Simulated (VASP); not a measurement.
A run of VASP 6.6.1 is set up as follows.

INCAR

```
AGGAC = 1.0
AGGAX = 1.0
ALDAC = 0.0
ALDAX = 1.0
ALGO = Normal
EDIFF = 1E-6
ENCUT = 520
GGA = B5
ISIF = 2
ISMEAR = -1
LASPH = True
LCHARG = False
LREAL = False
LWAVE = False
NBANDS = 10
NELM = 100
PREC = Accurate
SIGMA = 0.05
```

KPOINTS

```
k-points
0
Gamma
  12 12 12
```

The input POSCAR:

```
Re
1.0
    0.0000000000      1.9827094953      1.9827094953
    1.9827094953      0.0000000000      1.9827094953
    1.9827094953      1.9827094953      0.0000000000
Re
1
Direct
    0.0000000000      0.0000000000      0.0000000000
```

Potentials or basis: VASP PAW PBE potentials, release 64 (Re).

Run with:

```console
$ cat potpaw_PBE.64/Re/POTCAR > POTCAR
$ mpirun -np 1 vasp_std > vasp.out
```

Q: Predict the pressure.

A: 1.7 GPa.

Caveat: the PAW data sets were made with another functional, which shifts forces and pressure a little.
